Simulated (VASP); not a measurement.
# ZnMo3 (Pm-3m) in VASP: further runs

The runs below take ZnMo3 through single point, with PBE.

Program: VASP 6.6.1. These are calculated values, not measurements. Logs are shortened: lines on timing, memory, paths and dates and some standing lists are left out, and cuts for length are marked.

## 1. The cell of the first run

The structure is cubic, space group Pm-3m (No. 221). The conventional cell has a = 3.807 Å, b = 3.807 Å, c = 3.807 Å, α = 90.00°, β = 90.00°, γ = 90.00°. Zn (site symmetry m-3m) has 12 Mo at 2.69 Å within 3.5 Å. Mo (site symmetry 4/mmm) has 4 Zn at 2.69 Å and 8 Mo at 2.69 Å within 3.5 Å.

## 2. Single point, PBE

The input, INCAR:

```
SYSTEM = ZnMo3
  PREC = Accurate
  ENCUT = 520
  EDIFF = 1E-7
  ISMEAR = -1
  SIGMA = 0.1
  LREAL = .FALSE.
  LASPH = .TRUE.
  NELM = 100
  ALGO = Normal
  ISIF = 2
  LWAVE = .FALSE.
  LCHARG = .TRUE.
  GGA = PE
  LELF = .TRUE.
  LVHAR = .TRUE.
  NBANDS = 35
```

The input, KPOINTS:

```
regular mesh
0
G
  6 6 6
  0 0 0
```

The input, POSCAR:

```
ZnMo3
1.0
    3.8070694669      0.0000000000      0.0000000000
    0.0000000000      3.8070694669      0.0000000000
    0.0000000000      0.0000000000      3.8070694669
Zn Mo
1 3
Direct
    0.0000000000      0.0000000000      0.0000000000
    0.0000000000      0.5000000000      0.5000000000
    0.5000000000      0.0000000000      0.5000000000
    0.5000000000      0.5000000000      0.0000000000
```

Potentials or basis: VASP PAW PBE potentials, release 64 (Zn, Mo_sv).

The run is started by

```bash
cat potpaw_PBE.64/Zn/POTCAR potpaw_PBE.64/Mo_sv/POTCAR > POTCAR
mpirun -np 1 vasp_std > vasp.out
```

OUTCAR:

```text
SYSTEM = ZnMo3
   PREC = Accurate
   ENCUT = 520
   EDIFF = 1E-7
   ISMEAR = -1
   LREAL = .FALSE.
   LASPH = .TRUE.
   NELM = 100
   ISIF = 2
   GGA = PE

 ion  position               nearest neighbor table
   1  0.000  0.000  0.000-   2 2.69   3 2.69   4 2.69   2 2.69   3 2.69   2 2.69   4 2.69   2 2.69
                             3 2.69   4 2.69   3 2.69   4 2.69
   2  0.000  0.500  0.500-   1 2.69   3 2.69   4 2.69   1 2.69   4 2.69   1 2.69   3 2.69   1 2.69
                             3 2.69   4 2.69   4 2.69   3 2.69
   3  0.500  0.000  0.500-   1 2.69   2 2.69   4 2.69   1 2.69   4 2.69   2 2.69   4 2.69   4 2.69
                             1 2.69   2 2.69   1 2.69   2 2.69
   4  0.500  0.500  0.000-   1 2.69   2 2.69   3 2.69   2 2.69   3 2.69   1 2.69   3 2.69   3 2.69
                             1 2.69   2 2.69   2 2.69   1 2.69

  LATTYP: Found a simple cubic cell.
 ALAT       =     3.8070694669

  Lattice vectors:

 A1 = (   3.8070694669,   0.0000000000,   0.0000000000)
 A2 = (   0.0000000000,   3.8070694669,   0.0000000000)
 A3 = (   0.0000000000,   0.0000000000,   3.8070694669)

Analysis of symmetry for initial positions (statically):
=====================================================================
 Subroutine PRICEL returns:
 Original cell was already a primitive cell.

 Routine SETGRP: Setting up the symmetry group for a
 simple cubic supercell.

 Subroutine GETGRP returns: Found 48 space group operations
 (whereof 48 operations were pure point group operations)
 out of a pool of 48 trial point group operations.

The static configuration has the point symmetry O_h .

Analysis of symmetry for dynamics (positions and initial velocities):
=====================================================================
 Subroutine PRICEL returns:
 Original cell was already a primitive cell.

 Routine SETGRP: Setting up the symmetry group for a
 simple cubic supercell.

 Subroutine GETGRP returns: Found 48 space group operations
 (whereof 48 operations were pure point group operations)
 out of a pool of 48 trial point group operations.

The dynamic configuration has the point symmetry O_h .

 Subroutine INISYM returns: Found 48 space group operations
 (whereof 48 operations are pure point group operations),
 and found     1 'primitive' translations

----------------------------------------------------------------------------------------

[... 88 lines left out ...]
   LASPH  =      T    aspherical Exc in radial PAW
   ENCUT  =  520.0 eV  38.22 Ry    6.18 a.u.   7.08  7.08  7.08*2*pi/ulx,y,z
   NELM   =    100;   NELMIN=  2; NELMDL= -5     # of ELM steps
   EDIFF  = 0.1E-06   stopping-criterion for ELM
   LREAL  =      F    real-space projection
   EDIFFG = 0.1E-05   stopping-criterion for IOM
   NSW    =      0    number of steps for IOM
   IBRION =     -1    ionic relax: 0-MD 1-quasi-New 2-CG
   NFREE  =      0    steps in history (QN), initial steepest desc. (CG)
   ISIF   =      2    stress and relaxation
   ISYM   =      2    0-nonsym 1-usesym 2-fastsym
   POTIM  = 0.5000    time-step for ionic-motion
   TEBEG  =    0.0;   TEEND  =   0.0 temperature during run
   PSTRESS=    0.0 pullay stress
   NELECT =      54.0000    total number of electrons
   NUPDOWN=      -1.0000    fix difference up-down
   EMIN   =  10.00;   EMAX   =-10.00  energy-range for DOS
   EFERMI =   0.00;   METHOD = LEGACY
   ISMEAR =    -1;   SIGMA  =   0.10  broadening in eV -4-tet -1-fermi 0-gaus
   EFERMI_NEDOS =   21; number of points for ismear=-14 and -15
   IALGO  =     38    algorithm
   IMIX   =      4    mixing-type and parameters
     AMIX     =   0.40;   BMIX     =  1.00
     AMIX_MAG =   1.60;   BMIX_MAG =  1.00
  volume/ion in A,a.u.               =      13.79        93.09
  Fermi-wavevector in a.u.,A,eV,Ry     =   1.625356  3.071478 35.943647  2.641784
  Thomas-Fermi vector in A             =   2.718493
   LORBIT       =      0    0 simple, 1 ext, 2 COOP (PROOUT), +10 PAW based schemes
   GGA     = PE    functional components
   LHFCALC =     F    Hartree Fock is set to
   AEXX    =    0.0000 exact exchange contribution
   IVDW    =     0    specifies the selected vdW correction
   LEPSILON=     F    determine dielectric tensor
   LRPA    =     F    only Hartree local field effects (RPA)
 non-spin polarized calculation
  energy-cutoff  :      520.00
  volume of cell :       55.18
 maximum number of plane-waves:      1503
   NGX = 15   NGY = 15   NGZ = 15

 number of electron      53.9999987 magnetization

 Free energy of the ion-electron system (eV)
  ---------------------------------------------------
  ext. energy  EPLUGINS =         0.00000000
  ---------------------------------------------------
  free energy    TOTEN  =       -32.80040445 eV

  energy without entropy =      -32.72659558  energy(sigma->0) =      -32.76350001

 E-fermi :  11.7866     XC(G=0): -13.6348

 val. band max:       11.7274935347   @ k =   0.5000   0.3333   0.0000
 cond. band min:      11.8092383097   @ k =   0.1667   0.1667   0.1667
 fundamental gap:      0.0817447750
 Fermi energy:        11.7866219963

 k-point     1 :       0.0000    0.0000    0.0000
  band No.  band energies     occupation
      1     -49.2771      2.00000
      2     -48.8750      2.00000
      3     -48.8750      2.00000
      4     -23.8954      2.00000
      5     -23.8954      2.00000
      6     -23.8954      2.00000
[... 749 lines left out ...]
     34      16.3104      0.00000
     35      16.3104      0.00000

------------------------ aborting loop because EDIFF is reached ----------------------------------------

  FORCE on cell =-STRESS in cart. coord.  units (eV):
  Direction    XX          YY          ZZ          XY          YZ          ZX
  --------------------------------------------------------------------------------------
  -------------------------------------------------------------------------------------
  Total        9.3182156      9.3182156      9.3182156      0.0000000      0.0000000     -0.0000000
  in kB      270.5645736    270.5645736    270.5645736      0.0000000      0.0000000     -0.0000000
  external PRESSURE =     270.5645736 kB  Pullay stress =       0.0000000 kB

 VOLUME and BASIS-vectors are now :
 -----------------------------------------------------------------------------
  energy-cutoff  :      520.00
  volume of cell :       55.18
      direct lattice vectors                 reciprocal lattice vectors
     3.807069467  0.000000000  0.000000000     0.262669229  0.000000000  0.000000000
     0.000000000  3.807069467  0.000000000     0.000000000  0.262669229  0.000000000
     0.000000000  0.000000000  3.807069467     0.000000000  0.000000000  0.262669229

 POSITION                                       TOTAL-FORCE (eV/Angst)
 -----------------------------------------------------------------------------------
      0.00000      0.00000      0.00000         0.000000      0.000000      0.000000
      0.00000      1.90353      1.90353         0.000000      0.000000      0.000000
      1.90353      0.00000      1.90353         0.000000      0.000000      0.000000
      1.90353      1.90353      0.00000         0.000000      0.000000      0.000000
 -----------------------------------------------------------------------------------
    total drift:                               -0.000000      0.000000      0.000000

  FREE ENERGIE OF THE ION-ELECTRON SYSTEM (eV)
  ---------------------------------------------------
  free  energy   TOTEN  =       -32.8004044468 eV

  energy  without entropy=      -32.7265955789  energy(sigma->0) =      -32.76350001
```

stdout:

```text
POSCAR found type information on POSCAR ZnMo
 POSCAR found :  2 types and       4 ions
 scaLAPACK will be used
 LDA part: xc-table for (Slater+PW92), standard interpolation
 POSCAR, INCAR and KPOINTS ok, starting setup
 FFT: planning ... GRIDC
 FFT: planning ... GRID_SOFT
 FFT: planning ... GRID
 WAVECAR not read
 entering main loop
```

Wall time 21 s (1 thread of Intel Xeon Platinum 8488C (Sapphire Rapids), shared host); peak memory 0.17 GiB.

What came out:

```yaml
Free_energy: -32.8004 eV
Pressure: 27.1 GPa
Band_gap_on_the_k_mesh: zero (band 27 reaches 12.82 eV, above the bottom of band 28 at 11.28 eV)
```

## 3. Single point, PBE

This run uses another cell than the first one, of 14.18 Å³/atom, 1.028 times its volume.

The input, INCAR:

```
  ALGO = Normal
  EDIFF = 1E-7
  ENCUT = 520
  GGA = PE
  ISIF = 2
  ISMEAR = -1
  LASPH = T
  LCHARG = F
  LREAL = F
  LWAVE = F
  NBANDS = 35
  NELM = 80
  PREC = Accurate
  SIGMA = 0.1
```

The input, KPOINTS:

```
k-points
0
Gamma
  6 6 6
```

The input, POSCAR:

```
ZnMo3
1.0
    3.8419986608      0.0000000000      0.0000000000
    0.0000000000      3.8419986608      0.0000000000
    0.0000000000      0.0000000000      3.8419986608
Zn Mo
1 3
Direct
    0.0000000000      0.0000000000      0.0000000000
    0.0000000000      0.5000000000      0.5000000000
    0.5000000000      0.0000000000      0.5000000000
    0.5000000000      0.5000000000      0.0000000000
```

Potentials or basis: VASP PAW PBE potentials, release 64 (Zn, Mo_sv).

The run is started by

```bash
cat potpaw_PBE.64/Zn/POTCAR potpaw_PBE.64/Mo_sv/POTCAR > POTCAR
mpirun -np 1 vasp_std > vasp.out
```

Wall time 26 s (1 thread of Intel Xeon Platinum 8488C (Sapphire Rapids), shared host); peak memory 0.18 GiB.

Results (log left out):

```
Free energy            : -33.0184 eV
Pressure               : 18.6 GPa
Band gap on the k mesh : zero (band 27 reaches 12.37 eV, above the bottom of band 28 at 10.84 eV)
```

Levels at points of the mesh, in eV from the Fermi level:
| k point | band 24 | band 25 | band 26 | band 27 | band 28 | band 29 | band 30 | band 31 |
| --- | --- | --- | --- | --- | --- | --- | --- | --- |
| (0.00, 0.00, 0.00) | -3.33 | 1.00 | 1.00 | 1.00 | 2.21 | 2.21 | 2.21 | 2.91 |
| (0.50, 0.00, 0.00) | -1.54 | -0.87 | -0.87 | -0.40 | 0.05 | 0.35 | 0.93 | 0.93 |
| (0.50, 0.50, 0.00) | -2.37 | -2.30 | -0.75 | -0.75 | 0.29 | 0.29 | 0.33 | 1.60 |
| (0.50, 0.50, 0.50) | -1.40 | -0.34 | -0.34 | -0.34 | 0.80 | 0.80 | 0.80 | 1.87 |

[end of part 1 of 2]
